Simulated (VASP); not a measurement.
A run of VASP 6.6.1:

Contents of INCAR:

```
SYSTEM = BaTe
  PREC = Accurate
  ENCUT = 600
  EDIFF = 1E-8
  ISMEAR = 0
  SIGMA = 0.01
  LREAL = .FALSE.
  LASPH = .TRUE.
  NELM = 100
  ALGO = Normal
  ISIF = 3
  LWAVE = .FALSE.
  LCHARG = .TRUE.
  GGA = PS
  NBANDS = 15
  IBRION = 6
  NFREE = 2
  POTIM = 0.015
  NSW = 1
```

File KPOINTS:

```
Automatic mesh
0
G
  6 6 6
  0 0 0
```

POSCAR

```
BaTe
1.0
    0.0000000000      3.4374692132      3.4374692132
    3.4374692132      0.0000000000      3.4374692132
    3.4374692132      3.4374692132      0.0000000000
Ba Te
1 1
Direct
    0.0000000000      0.0000000000      0.0000000000
    0.5000000000      0.5000000000      0.5000000000
```

Potentials or basis: VASP PAW PBE potentials, release 64 (Ba_sv, Te).

The run is started by

```console
$ cat potpaw_PBE.64/Ba_sv/POTCAR potpaw_PBE.64/Te/POTCAR > POTCAR
$ mpirun -np 1 vasp_std > vasp.out
```

Hardware: 1 thread of Oxide Virtual Turin-like Processor (shared host).

Problem. How long does it take, and how much memory?

Solution. Wall time 15 min on 1 thread of Oxide Virtual Turin-like Processor, on a shared host, peak memory 0.33 GiB. Counts: scf iterations 183, k points 16.
